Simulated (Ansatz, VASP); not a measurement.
**SnTe in VASP and in Ansatz**

```
Sn Te
1.0
     0.00000    3.15650    3.06181
     3.15650    0.00000    3.06181
     3.15650    3.15650    0.00000
Sn Te
1 1
Direct
  0.00000 0.00000 0.00000
  0.50000 0.50000 0.50000
```

Change from the starting cell: zz strain of -3 %.

Alike in both runs: task single point; functional LDA; k mesh 11 × 11 × 11; occupations fermi-dirac, width 0.08 eV; no spin polarisation.

```csv
,VASP,Ansatz
version,VASP 6.6.1,Ansatz 0.2.0
potentials or method,"VASP PAW LDA potentials, release 64 (Sn_d, Te), cutoff 520 eV","all-electron LAPW, scalar-relativistic"
```

```tsv
	VASP	Ansatz	Ansatz less VASP
pressure (GPa)	-0.2	-0.2	-0.02
traceless stress, the component that is largest in VASP (GPa)	2.99	2.97	-0.018
```

LDA's correlation is that of Perdew and Zunger in VASP and of Perdew and Wang (1992) in Ansatz. Ansatz ran all-electron here, and VASP with PAW potentials.

Neither program's run includes spin-orbit coupling.
